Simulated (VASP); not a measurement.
Wanted: the native input for a VASP 6.6.1 run.

| Item | Value |
| --- | --- |
| Task | single point |
| Functional | PBEsol |
| Potentials or basis | VASP PAW PBE potentials, release 64 (Mg, Si) |
| Cutoff | 520 eV |
| k mesh | 1 × 1 × 1, shifted |
| Occupations | fermi-dirac, width 0.05 eV |
| Spin | no spin polarisation |
| Dipole correction | no |
| Further INCAR settings | LREAL = Auto; ALGO = Normal; EDIFF = 1e-06; NBANDS = 178; ISYM = 0 |

The structure of Mg63Si31 (a cell with a defect) lies in POSCAR:

```
Mg63Si31
1.0
   12.6494980000      0.0000000000      0.0000000000
    0.0000000000     12.6494980000      0.0000000000
    0.0000000000      0.0000000000     12.6494980000
Mg Si
63 31
Direct
    0.3738120000      0.1253990000      0.1258790000
    0.3747870000      0.1227970000      0.6251760000
    0.3748460000      0.6246200000      0.1233220000
    0.8753630000      0.1247060000      0.1252540000
    0.8748470000      0.1253100000      0.6266720000
    0.8749130000      0.6262080000      0.1257090000
    0.8773910000      0.6247650000      0.6252650000
    0.1255810000      0.3745210000      0.1261680000
    0.1249510000      0.3753680000      0.6278900000
    0.1252230000      0.8746480000      0.1241410000
    0.1259410000      0.8741770000      0.6232360000
    0.6240390000      0.3756810000      0.1242000000
    0.6272860000      0.3716550000      0.6263330000
    0.6257100000      0.8746240000      0.1260830000
    0.6245160000      0.8756250000      0.6280520000
    0.1256020000      0.1256930000      0.3749750000
    0.1252210000      0.1237500000      0.8750990000
    0.1248150000      0.6273520000      0.3758510000
    0.1258930000      0.6227490000      0.8747060000
    0.6241130000      0.1236630000      0.3760890000
    0.6257860000      0.1255920000      0.8750790000
    0.6272310000      0.6257950000      0.3720440000
    0.6244460000      0.6276060000      0.8760920000
    0.1248410000      0.1243750000      0.1247830000
    0.1251370000      0.1245290000      0.6264120000
    0.1250780000      0.6259390000      0.1249510000
    0.1391570000      0.6247640000      0.6252640000
    0.6253030000      0.1253940000      0.1259090000
    0.6243450000      0.1232530000      0.6248780000
    0.6242570000      0.6244070000      0.1236960000
    0.6191630000      0.6291000000      0.6295210000
    0.3726950000      0.3716140000      0.3720170000
    0.3726290000      0.3753060000      0.8759610000
    0.3725840000      0.8755690000      0.3758410000
    0.3773630000      0.8741160000      0.8746450000
    0.8769420000      0.3757200000      0.3761200000
    0.8740120000      0.3742700000      0.8745520000
    0.8741070000      0.8741950000      0.3747430000
    0.8764510000      0.8747220000      0.8752420000
    0.3749560000      0.3755160000      0.1240790000
    0.3733520000      0.3825520000      0.6272150000
    0.3732170000      0.8743540000      0.1246420000
    0.3754560000      0.8607770000      0.6252590000
    0.8746080000      0.3739190000      0.1253290000
    0.8760810000      0.3755570000      0.6249040000
    0.8751080000      0.8746090000      0.1248400000
    0.8750170000      0.8743890000      0.6265710000
    0.3749080000      0.1236240000      0.3760410000
    0.3731540000      0.1242240000      0.8748880000
    0.3732200000      0.6269200000      0.3829470000
    0.3754680000      0.6248020000      0.8611090000
    0.8745750000      0.1248650000      0.3744190000
    0.8750980000      0.1244480000      0.8750790000
    0.8760510000      0.6244670000      0.3760430000
    0.8750140000      0.6261470000      0.8748590000
    0.1248510000      0.3759420000      0.3764390000
    0.1243140000      0.3730700000      0.8756850000
    0.1243270000      0.8752140000      0.3735260000
    0.1256060000      0.8739250000      0.8744740000
    0.6257190000      0.3743980000      0.3747900000
    0.6237040000      0.3759780000      0.8753030000
    0.6236920000      0.8747500000      0.3765360000
    0.6265490000      0.8754640000      0.8759720000
    0.9998200000      0.9999180000      0.0002570000
    0.9985210000      0.0007840000      0.5001390000
    0.9985180000      0.4996310000      0.0011720000
    0.0019080000      0.5009300000      0.5014350000
    0.4999760000      0.0011880000      0.0015740000
    0.4992110000      0.9984710000      0.5009320000
    0.4991920000      0.5003740000      0.9988220000
    0.2499000000      0.2490030000      0.0010940000
    0.2521120000      0.2519980000      0.5011730000
    0.2506130000      0.7488500000      0.9987920000
    0.2482710000      0.7519190000      0.4964670000
    0.7496240000      0.2501040000      0.0003110000
    0.7490560000      0.2509370000      0.4997860000
    0.7507710000      0.7500460000      0.0012620000
    0.7474770000      0.7471120000      0.5012800000
    0.2498960000      0.0005990000      0.2494020000
    0.2505480000      0.9982630000      0.7494580000
    0.2520510000      0.5006900000      0.2524140000
    0.2481940000      0.4959910000      0.7524360000
    0.7496280000      0.9997130000      0.2505810000
    0.7508130000      0.0007000000      0.7505310000
    0.7491350000      0.4993850000      0.2513250000
    0.7474780000      0.5008220000      0.7476420000
    0.0001580000      0.2499230000      0.2504670000
    0.9990670000      0.2490990000      0.7503060000
    0.9990650000      0.7499080000      0.2495460000
    0.0017920000      0.7489430000      0.7493780000
    0.4997990000      0.2512480000      0.2517240000
    0.4990010000      0.2516350000      0.7482130000
    0.4989390000      0.7477280000      0.2521360000
    0.5051990000      0.7528520000      0.7532060000
```

These files were run (other wordings do the same):

INCAR

```
SYSTEM = Mg63Si31
PREC     = Accurate       ! precision mode
ENCUT    = 520            ! plane-wave cutoff, eV
EDIFF    = 1E-6           ! SCF threshold, eV
ISMEAR   = -1             ! smearing method
SIGMA    = 0.05           ! smearing width, eV
LREAL    = Auto         
LASPH    = .True.         ! aspherical terms in the spheres
NELM     = 80             ! most SCF steps
ALGO     = Normal         ! electronic algorithm
ISIF     = 2              ! what is computed and relaxed
LWAVE    = .False.        ! write WAVECAR
LCHARG   = .False.        ! write CHGCAR
GGA      = PS             ! functional
ISYM     = 0            
NBANDS   = 178            ! bands
```

KPOINTS

```
Automatic mesh
0
Gamma
  1 1 1
  0.25 0.25 0.25
```

Potentials or basis: VASP PAW PBE potentials, release 64 (Mg, Si).

The run is started by

```console
$ cat potpaw_PBE.64/Mg/POTCAR potpaw_PBE.64/Si/POTCAR > POTCAR
$ mpirun -np 1 vasp_std > vasp.out
```

It gave:

- Pressure: -0.2 GPa
- Largest force: 0.087 eV/Å
- Band gap on the k mesh: 0.56 eV

Caveat: semilocal functionals underestimate gaps, and a narrow one can read as zero; the PAW data sets were made with another functional, which shifts forces and pressure a little.

Run time: 65 min on 1 thread of Oxide Virtual Turin-like Processor, with other jobs on the host, peak memory 2.1 GiB.
